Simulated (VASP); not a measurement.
# SnSe2 (d.A) in VASP: single point with revPBE+D3(BJ)

Aim: the single point of SnSe2 (d.A) with revPBE+D3(BJ).

All numbers are computed with VASP 6.6.1; they aren't measurements. Logs are shortened: lines on timing, memory, paths and dates and some standing lists are left out, and cuts for length are marked.

## Step 1: The cell of the first run

The cell holds a sheet with vacuum, 3 atoms: a = 3.813 Å, b = 3.813 Å, c = 30.160 Å, α = 90.00°, β = 90.00°, γ = 120.00°.

## Step 2: Single point, revPBE+D3(BJ)

File INCAR:

```
ALGO = Normal
DIPOL = 0.5 0.5 0.285
EDIFF = 1E-6
ENCUT = 400
GGA = RE
GGA_COMPAT = False
IDIPOL = 3
ISIF = 2
ISMEAR = 0
IVDW = 12
LASPH = True
LCHARG = False
LDIPOL = True
LREAL = False
LWAVE = False
NBANDS = 20
NELM = 120
NELMDL = -8
PREC = Accurate
SIGMA = 0.03
```

File KPOINTS:

```
k-points
0
Gamma
  12 12 1
```

File POSCAR:

```
SnSe2
1.0
    3.8125722079      0.0000000000      0.0000000000
   -1.9062861040      3.3017843858      0.0000000000
    0.0000000000      0.0000000000     30.1599999976
Se Sn
2 1
Direct
    0.3333333333      0.6666666667      0.2315786945
    0.6666666667      0.3333333333      0.3380499528
    0.0000000000      0.0000000000      0.2848143236
```

Potentials or basis: VASP PAW PBE potentials, release 64 (Se, Sn_d).

The run is started by

```sh
$ cat potpaw_PBE.64/Se/POTCAR potpaw_PBE.64/Sn_d/POTCAR > POTCAR
$ mpirun -np 1 vasp_std > vasp.out
```

OUTCAR:

```text
EDIFF = 1E-6
   ENCUT = 400
   GGA = RE
   ISIF = 2
   ISMEAR = 0
   IVDW = 12
   LASPH = True
   LREAL = False
   NELM = 120
   NELMDL = -8
   PREC = Accurate
 IVDW          = 12

 ion  position               nearest neighbor table
   1  0.333  0.667  0.232-   3 2.72   3 2.72   3 2.72
   2  0.667  0.333  0.338-   3 2.72   3 2.72   3 2.72
   3  0.000  0.000  0.285-   1 2.72   1 2.72   1 2.72   2 2.72   2 2.72   2 2.72

  LATTYP: Found a hexagonal cell.
 ALAT       =     3.8125722079
 C/A-ratio  =     7.9106698452

  Lattice vectors:

 A1 = (   3.8125722079,   0.0000000000,   0.0000000000)
 A2 = (  -1.9062861040,   3.3017843858,   0.0000000000)
 A3 = (   0.0000000000,   0.0000000000,  30.1599999976)

Analysis of symmetry for initial positions (statically):
=====================================================================
 Subroutine PRICEL returns:
 Original cell was already a primitive cell.

 Routine SETGRP: Setting up the symmetry group for a
 hexagonal supercell.

 Subroutine GETGRP returns: Found 12 space group operations
 (whereof  6 operations were pure point group operations)
 out of a pool of 24 trial point group operations.

The static configuration has the point symmetry C_3v.
 The point group associated with its full space group is D_3d.

Analysis of symmetry for dynamics (positions and initial velocities):
=====================================================================
 Subroutine PRICEL returns:
 Original cell was already a primitive cell.

 Routine SETGRP: Setting up the symmetry group for a
 hexagonal supercell.

 Subroutine GETGRP returns: Found 12 space group operations
 (whereof  6 operations were pure point group operations)
 out of a pool of 24 trial point group operations.

The dynamic configuration has the point symmetry C_3v.
 The point group associated with its full space group is D_3d.

 Subroutine INISYM returns: Found 12 space group operations
 (whereof  6 operations are pure point group operations),
 and found     1 'primitive' translations

----------------------------------------------------------------------------------------

                                     Primitive cell

  volume of cell :     379.6629

  direct lattice vectors                    reciprocal lattice vectors
     3.812572208  0.000000000  0.000000000     0.262290114  0.151433268  0.000000000
    -1.906286104  3.301784386  0.000000000     0.000000000  0.302866536  0.000000000
     0.000000000  0.000000000 30.159999998     0.000000000  0.000000000  0.033156499

  length of vectors
     3.812572208  3.812572208 30.159999998     0.302866536  0.302866536  0.033156499

  position of ions in fractional coordinates (direct lattice)
     0.333333333  0.666666667  0.231578695
     0.666666667  0.333333333  0.338049953
     0.000000000  0.000000000  0.284814324

  ion indices of the primitive-cell ions
   primitive index   ion index
                 1           1
                 2           2
                 3           3

----------------------------------------------------------------------------------------

 KPOINTS: k-points

Automatic generation of k-mesh.
 Grid dimensions read from file:
 generate k-points for:   12   12    1

 Generating k-lattice:

  Cartesian coordinates                     Fractional coordinates (reciprocal lattice)
     0.021857510  0.012619439  0.000000000     0.083333333  0.000000000  0.000000000
     0.000000000  0.025238878  0.000000000     0.000000000  0.083333333  0.000000000
     0.000000000  0.000000000  0.033156499     0.000000000  0.000000000  1.000000000

  Length of vectors
     0.025238878  0.025238878  0.033156499

  Shift w.r.t. Gamma in fractional coordinates (k-lattice)
     0.000000000  0.000000000  0.000000000

 Subroutine IBZKPT returns following result:
 ===========================================

 Found     19 irreducible k-points:

 Following reciprocal coordinates:
            Coordinates               Weight
  0.000000  0.000000  0.000000      1.000000
  0.083333  0.000000  0.000000      6.000000
  0.166667 -0.000000  0.000000      6.000000
  0.250000 -0.000000  0.000000      6.000000
  0.333333  0.000000  0.000000      6.000000
  0.416667 -0.000000  0.000000      6.000000
[... 11 lines left out ...]
  0.333333  0.250000  0.000000     12.000000
  0.333333  0.333333  0.000000      2.000000
   k-points           NKPTS =     19   k-points in BZ     NKDIM =     19   number of bands    NBANDS=     20
   number of dos      NEDOS =    301   number of ions     NIONS =      3
   total plane-waves  NPLWV = 156800
   dimension x,y,z NGX =    28 NGY =   28 NGZ =  200
   dimension x,y,z NGXF=    56 NGYF=   56 NGZF=  400
   ions per type =               2   1
   NGX,Y,Z   is equivalent  to a cutoff of  12.21, 12.21, 11.02 a.u.
   NGXF,Y,Z  is equivalent  to a cutoff of  24.42, 24.42, 22.05 a.u.
 SYSTEM =  unknown system
   PREC   = accura    normal or accurate (medium, high low for compatibility)
   ISTART =      0    job   : 0-new  1-cont  2-samecut
   ICHARG =      2    charge: 1-file 2-atom 10-const
   ISPIN  =      1    spin polarized calculation?
   LNONCOLLINEAR =      F non collinear calculations
   LSORBIT =      F    spin-orbit coupling
   LASPH  =      T    aspherical Exc in radial PAW
   ENCUT  =  400.0 eV  29.40 Ry    5.42 a.u.   6.22  6.22 49.18*2*pi/ulx,y,z
   NELM   =    120;   NELMIN=  2; NELMDL= -8     # of ELM steps
   EDIFF  = 0.1E-05   stopping-criterion for ELM
   LREAL  =      F    real-space projection
   EDIFFG = 0.1E-04   stopping-criterion for IOM
   NSW    =      0    number of steps for IOM
   IBRION =     -1    ionic relax: 0-MD 1-quasi-New 2-CG
   NFREE  =      0    steps in history (QN), initial steepest desc. (CG)
   ISIF   =      2    stress and relaxation
   ISYM   =      2    0-nonsym 1-usesym 2-fastsym
   POTIM  = 0.5000    time-step for ionic-motion
   TEBEG  =    0.0;   TEEND  =   0.0 temperature during run
   PSTRESS=    0.0 pullay stress
   NELECT =      26.0000    total number of electrons
   NUPDOWN=      -1.0000    fix difference up-down
   EMIN   =  10.00;   EMAX   =-10.00  energy-range for DOS
   EFERMI =   0.00;   METHOD = LEGACY
   ISMEAR =     0;   SIGMA  =   0.03  broadening in eV -4-tet -1-fermi 0-gaus
   EFERMI_NEDOS =   21; number of points for ismear=-14 and -15
   IALGO  =     38    algorithm
   IMIX   =      4    mixing-type and parameters
     AMIX     =   0.40;   BMIX     =  1.00
     AMIX_MAG =   1.60;   BMIX_MAG =  1.00
  volume/ion in A,a.u.               =     126.55       854.03
  Fermi-wavevector in a.u.,A,eV,Ry     =   0.669782  1.265704  6.103675  0.448607
  Thomas-Fermi vector in A             =   1.745101
   LORBIT       =      0    0 simple, 1 ext, 2 COOP (PROOUT), +10 PAW based schemes
   GGA     = RE    functional components
   LHFCALC =     F    Hartree Fock is set to
   AEXX    =    0.0000 exact exchange contribution
   IVDW    =    12    specifies the selected vdW correction
   LEPSILON=     F    determine dielectric tensor
   LRPA    =     F    only Hartree local field effects (RPA)
 non-spin polarized calculation
 Gauss-broadening in eV      SIGMA  =   0.03
  energy-cutoff  :      400.00
  volume of cell :      379.66
 maximum number of plane-waves:      6921
 NGX is ok and might be reduce to    28
   NGX = 13   NGY = 13   NGZ = 99

 dipolmoment           0.000000      0.000000     -0.000006 electrons x Angstroem

 number of electron      26.0000007 magnetization

 dipolmoment           0.000000      0.000000      0.000006 electrons x Angstroem

 Free energy of the ion-electron system (eV)
  ---------------------------------------------------
  ext. energy  EPLUGINS =         0.00000000
  ---------------------------------------------------
  free energy    TOTEN  =       -11.04550453 eV

  energy without entropy =      -11.04550453  energy(sigma->0) =      -11.04550453

 E-fermi :  -3.6417     XC(G=0):  -2.2954

 val. band max:       -3.8211950395   @ k =   0.0833   0.0000   0.0000
 cond. band min:      -3.0095863199   @ k =   0.5000  -0.0000   0.0000
 fundamental gap:      0.8116087196
 Fermi energy:        -3.6416521859

 k-point     1 :       0.0000    0.0000    0.0000
  band No.  band energies     occupation
      1     -25.0358      2.00000
      2     -25.0358      2.00000
      3     -24.9964      2.00000
      4     -24.9865      2.00000
      5     -24.9865      2.00000
      6     -17.3386      2.00000
[... 12 lines left out ...]
     19       1.6433      0.00000
     20       2.1004      0.00000

 k-point     2 :       0.0833    0.0000    0.0000
  band No.  band energies     occupation
      1     -25.0381      2.00000
      2     -25.0329      2.00000
      3     -24.9945      2.00000
      4     -24.9886      2.00000
      5     -24.9866      2.00000
      6     -17.2716      2.00000
[... 12 lines left out ...]
     19       1.8150      0.00000
     20       2.2095      0.00000

 k-point     3 :       0.1667   -0.0000    0.0000
  band No.  band energies     occupation
      1     -25.0454      2.00000
      2     -25.0255      2.00000
      3     -24.9946      2.00000
      4     -24.9883      2.00000
      5     -24.9863      2.00000
      6     -17.0757      2.00000
[... 12 lines left out ...]
     19       2.2121      0.00000
     20       2.5200      0.00000

 k-point     4 :       0.2500   -0.0000    0.0000
  band No.  band energies     occupation
      1     -25.0567      2.00000
      2     -25.0171      2.00000
      3     -25.0009      2.00000
      4     -24.9842      2.00000
      5     -24.9802      2.00000
      6     -16.7682      2.00000
[... 12 lines left out ...]
     19       2.7347      0.00000
     20       2.9306      0.00000

 k-point     5 :       0.3333    0.0000    0.0000
  band No.  band energies     occupation
      1     -25.0690      2.00000
      2     -25.0117      2.00000
      3     -25.0065      2.00000
      4     -24.9791      2.00000
      5     -24.9718      2.00000
      6     -16.3874      2.00000
[... 12 lines left out ...]
     19       2.9967      0.00000
     20       3.3571      0.00000

 k-point     6 :       0.4167   -0.0000    0.0000
  band No.  band energies     occupation
      1     -25.0784      2.00000
      2     -25.0103      2.00000
      3     -25.0098      2.00000
      4     -24.9733      2.00000
      5     -24.9656      2.00000
      6     -16.0123      2.00000
[... 12 lines left out ...]
     19       3.7186      0.00000
     20       4.1220      0.00000

 k-point     7 :       0.5000   -0.0000    0.0000
  band No.  band energies     occupation
      1     -25.0819      2.00000
      2     -25.0116      2.00000
      3     -25.0094      2.00000
      4     -24.9709      2.00000
      5     -24.9633      2.00000
      6     -15.8189      2.00000
[... 12 lines left out ...]
     19       4.6438      0.00000
     20       4.6948      0.00000
[... 162 lines left out ...]
 k-point    15 :       0.3333    0.1667    0.0000
  band No.  band energies     occupation
      1     -25.0680      2.00000
      2     -25.0208      2.00000
      3     -25.0041      2.00000
      4     -24.9801      2.00000
      5     -24.9645      2.00000
      6     -15.8820      2.00000
[... 12 lines left out ...]
     19       4.0138      0.00000
     20       4.3842      0.00000

 k-point    16 :       0.4167    0.1667    0.0000
  band No.  band energies     occupation
      1     -25.0700      2.00000
      2     -25.0211      2.00000
      3     -25.0049      2.00000
      4     -24.9771      2.00000
      5     -24.9643      2.00000
      6     -15.6979      2.00000
[... 12 lines left out ...]
     19       4.8761      0.00000
     20       4.9185      0.00000

 k-point    17 :       0.2500    0.2500    0.0000
  band No.  band energies     occupation
      1     -25.0612      2.00000
      2     -25.0267      2.00000
      3     -24.9997      2.00000
      4     -24.9854      2.00000
      5     -24.9647      2.00000
      6     -15.8998      2.00000
[... 12 lines left out ...]
     19       3.7188      0.00000
     20       4.0949      0.00000

 k-point    18 :       0.3333    0.2500    0.0000
  band No.  band energies     occupation
      1     -25.0586      2.00000
      2     -25.0323      2.00000
      3     -24.9977      2.00000
      4     -24.9838      2.00000
      5     -24.9651      2.00000
      6     -15.6271      2.00000
[... 12 lines left out ...]
     19       4.6502      0.00000
     20       4.8016      0.00000

 k-point    19 :       0.3333    0.3333    0.0000
  band No.  band energies     occupation
      1     -25.0458      2.00000
      2     -25.0458      2.00000
      3     -24.9900      2.00000
      4     -24.9900      2.00000
      5     -24.9659      2.00000
      6     -15.4476      2.00000
[... 12 lines left out ...]
     19       4.9778      0.00000
     20       4.9833      0.00000

------------------------ aborting loop because EDIFF is reached ----------------------------------------

 vacuum level on the upper side and lower side of the slab       (xc-potential included)        -0.003        -0.003

 Edisp (eV)   -1.50483

 E8    (eV) :    -1.0909

  FORCE on cell =-STRESS in cart. coord.  units (eV):
  Direction    XX          YY          ZZ          XY          YZ          ZX
  --------------------------------------------------------------------------------------
  -------------------------------------------------------------------------------------
  Total       0.00059     0.00059     0.01209    -0.00000     0.00000     0.00000
  in kB       0.00251     0.00251     0.05101    -0.00000     0.00000     0.00000
  external pressure =        0.02 kB  Pullay stress =        0.00 kB

 VOLUME and BASIS-vectors are now :
 -----------------------------------------------------------------------------
  energy-cutoff  :      400.00
  volume of cell :      379.66
      direct lattice vectors                 reciprocal lattice vectors
     3.812572208  0.000000000  0.000000000     0.262290114  0.151433268  0.000000000
    -1.906286104  3.301784386  0.000000000     0.000000000  0.302866536  0.000000000
     0.000000000  0.000000000 30.159999998     0.000000000  0.000000000  0.033156499

 POSITION                                       TOTAL-FORCE (eV/Angst)
 -----------------------------------------------------------------------------------
     -0.00000      2.20119      6.98441        -0.000000      0.000000     -0.012805
      1.90629      1.10059     10.19559         0.000000     -0.000000      0.012805
      0.00000      0.00000      8.59000        -0.000000      0.000000      0.000000
 -----------------------------------------------------------------------------------
    total drift:                                0.000000      0.000000      0.000185

  FREE ENERGIE OF THE ION-ELECTRON SYSTEM (eV)
  ---------------------------------------------------
  free  energy   TOTEN  =       -12.5503395158 eV

  energy  without entropy=      -12.5503395158  energy(sigma->0) =      -12.55033952

 vacuum level on the upper side and lower side of the slab         2.036         2.036
```

Run time: 4.1 min. Hardware: 1 thread of AMD EPYC 7R43 (Zen 3), shared host; peak memory 0.36 GiB.

What came out:

- Free energy: -12.5503 eV
- Largest force: 0.013 eV/Å
- Band gap on the k mesh: 0.81 eV, indirect (least direct gap 1.16 eV)
- Dispersion energy per atom: -0.502 eV

Forces in eV/Å, atoms in the order of the input:
```
Se   0.000  0.000 -0.013
Se   0.000  0.000  0.013
Sn   0.000  0.000  0.000
```

Caveat: the PAW data sets were made with another functional, which shifts forces and pressure a little; spin-orbit coupling is left out, which moves the levels of the heavy elements.
